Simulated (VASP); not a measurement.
# Sb (R-3m) in VASP: a series of runs, part 2 of 2

VASP 6.6.1. Earlier steps stand in the parts before.

### Step 5. Single point, LDA

File INCAR:

```
SYSTEM = Sb
PREC     = Accurate       ! precision mode
ENCUT    = 520            ! plane-wave cutoff, eV
EDIFF    = 1E-7           ! SCF threshold, eV
ISMEAR   = 0              ! smearing method
SIGMA    = 1.0            ! smearing width, eV
LREAL    = .FALSE.        ! projectors in reciprocal space
LASPH    = .TRUE.         ! aspherical terms in the spheres
NELM     = 60             ! most SCF steps
ALGO     = Normal         ! electronic algorithm
ISIF     = 2              ! what is computed and relaxed
LWAVE    = .FALSE.        ! write WAVECAR
LCHARG   = .FALSE.        ! write CHGCAR
NBANDS   = 12             ! bands
```

File KPOINTS:

```
Automatic mesh
0
G
  9 9 9
  0 0 0
```

File POSCAR:

```
Sb
1.0
    2.1456002536      1.2387628840      3.6587425366
   -2.1456002536      1.2387628840      3.6587425366
    0.0000000000     -2.4775257680      3.6587425366
Sb
2
Direct
    0.2359371474      0.2359371474      0.2359371474
    0.7640628526      0.7640628526      0.7640628526
```

Potentials or basis: VASP PAW LDA potentials, release 64 (Sb).

Command:

```sh
cat potpaw_LDA.64/Sb/POTCAR > POTCAR
mpirun -np 1 vasp_std > vasp.out
```

OUTCAR:

```text
SYSTEM = Sb
   PREC = Accurate
   ENCUT = 520
   EDIFF = 1E-7
   ISMEAR = 0
   LREAL = .FALSE.
   LASPH = .TRUE.
   NELM = 60
   ISIF = 2

 ion  position               nearest neighbor table
   1  0.236  0.236  0.236-   2 2.91   2 2.91   2 2.91   2 3.27   2 3.27   2 3.27
   2  0.764  0.764  0.764-   1 2.91   1 2.91   1 2.91   1 3.27   1 3.27   1 3.27

  LATTYP: Found a trigonal (rhomboedric) cell.
 ALAT       =     4.4186571354
 COS(alpha) =     0.5284290848

  Lattice vectors:

 A1 = (   2.1456002536,   1.2387628840,   3.6587425366)
 A2 = (  -2.1456002536,   1.2387628840,   3.6587425366)
 A3 = (   0.0000000000,  -2.4775257680,   3.6587425366)

Analysis of symmetry for initial positions (statically):
=====================================================================
 Subroutine PRICEL returns:
 Original cell was already a primitive cell.

 Routine SETGRP: Setting up the symmetry group for a
 trigonal (rhombohedral) supercell.

 Subroutine GETGRP returns: Found 12 space group operations
 (whereof 12 operations were pure point group operations)
 out of a pool of 12 trial point group operations.

The static configuration has the point symmetry D_3d.

Analysis of symmetry for dynamics (positions and initial velocities):
[... 171 lines left out ...]
      3       5.5212      1.99170
      4       5.6833      1.98407
      5       5.6833      1.98407
      6       9.8662      0.00046
      7      10.3726      0.00002
      8      10.3726      0.00002
      9      12.4820      0.00000
     10      12.4820      0.00000
     11      12.6478      0.00000
     12      14.0680      0.00000
[... 331 lines left out ...]
 k-point    24 :       0.4444    0.4444   -0.0000
  band No.  band energies     occupation
      1      -3.0676      2.00000
      2      -0.3228      2.00000
      3       2.0558      2.00000
      4       3.7434      2.00000
      5       3.7806      2.00000
      6       9.1368      0.01338
      7      12.5673      0.00000
      8      12.9730      0.00000
      9      14.2847      0.00000
     10      16.0814      0.00000
     11      17.3531      0.00000
     12      18.4130      0.00000

 [... further k-points ...]
[... 5 lines left out ...]
  --------------------------------------------------------------------------------------
  -------------------------------------------------------------------------------------
  Total        0.2663968      0.2663968      0.1908554     -0.0000000      0.0000000      0.0000000
  in kB        7.3150862      7.3150862      5.2407677     -0.0000000      0.0000000      0.0000000
  external PRESSURE =       6.6236467 kB  Pullay stress =       0.0000000 kB

 VOLUME and BASIS-vectors are now :
 -----------------------------------------------------------------------------
  energy-cutoff  :      520.00
  volume of cell :       58.35
      direct lattice vectors                 reciprocal lattice vectors
     2.145600254  1.238762884  3.658742537     0.233035021  0.134542832  0.091105982
    -2.145600254  1.238762884  3.658742537    -0.233035021  0.134542832  0.091105982
     0.000000000 -2.477525768  3.658742537     0.000000000 -0.269085664  0.091105982

 POSITION                                       TOTAL-FORCE (eV/Angst)
 -----------------------------------------------------------------------------------
      0.00000      0.00000      2.58970         0.000000      0.000000      0.361723
      0.00000      0.00000      8.38653         0.000000      0.000000     -0.361723
 -----------------------------------------------------------------------------------
    total drift:                               -0.000000      0.000000     -0.000000

  FREE ENERGIE OF THE ION-ELECTRON SYSTEM (eV)
  ---------------------------------------------------
  free  energy   TOTEN  =        -9.7924854163 eV

  energy  without entropy=       -9.3782065064  energy(sigma->0) =       -9.58534596
```

OSZICAR:

```text
N       E                     dE             d eps       ncg     rms          rms(c)
DAV:   1     0.361969008125E+02    0.36197E+02   -0.35516E+03  2040   0.657E+02
DAV:   2    -0.771162676578E+01   -0.43909E+02   -0.42262E+02  2772   0.110E+02
DAV:   3    -0.979516685681E+01   -0.20835E+01   -0.20615E+01  2496   0.266E+01
DAV:   4    -0.981354591207E+01   -0.18379E-01   -0.18373E-01  2380   0.306E+00
DAV:   5    -0.981377477600E+01   -0.22886E-03   -0.22886E-03  2504   0.371E-01    0.319E+00
DAV:   6    -0.980021579110E+01    0.13559E-01   -0.24618E-03  2424   0.260E-01    0.190E+00
DAV:   7    -0.979246528061E+01    0.77505E-02   -0.53908E-03  2380   0.378E-01    0.539E-02
DAV:   8    -0.979248298056E+01   -0.17700E-04   -0.14545E-04  2404   0.808E-02    0.141E-02
DAV:   9    -0.979248561098E+01   -0.26304E-05   -0.73633E-06  2500   0.163E-02    0.446E-03
DAV:  10    -0.979248540697E+01    0.20401E-06   -0.75330E-07  2400   0.460E-03    0.123E-03
DAV:  11    -0.979248541625E+01   -0.92798E-08   -0.88427E-08  1700   0.163E-03
   1 F= -.97924854E+01 E0= -.95853460E+01  d E =-.414279E+00
```

It took 19 s on 1 thread of Intel Xeon 6975P-C (Granite Rapids), shared host; peak memory 0.19 GiB.

Results:

- Free energy: -9.7925 eV
- Pressure: 0.7 GPa
- Largest force: 0.362 eV/Å

Forces in eV/Å, atoms in the order of the input:
```
Sb   0.000  0.000  0.362
Sb   0.000  0.000 -0.362
```

### Step 6. Overview

| smearing | pressure (GPa) | largest force (eV/Å) |
| --- | --- | --- |
| gaussian 0.2 eV | 0.3 | 0.05 |
| gaussian 0.3 eV | 0.3 | 0.07 |
| gaussian 0.6 eV | 0.3 | 0.18 |
| gaussian 1 eV | 0.7 | 0.36 |

Alike in all rows: task single point; level LDA; potentials or basis VASP PAW LDA potentials, release 64 (Sb); no spin polarisation; cell as given; k mesh 9 × 9 × 9; cutoff (eV) 520.

Absolute energies hang on the potentials; compare differences alone.
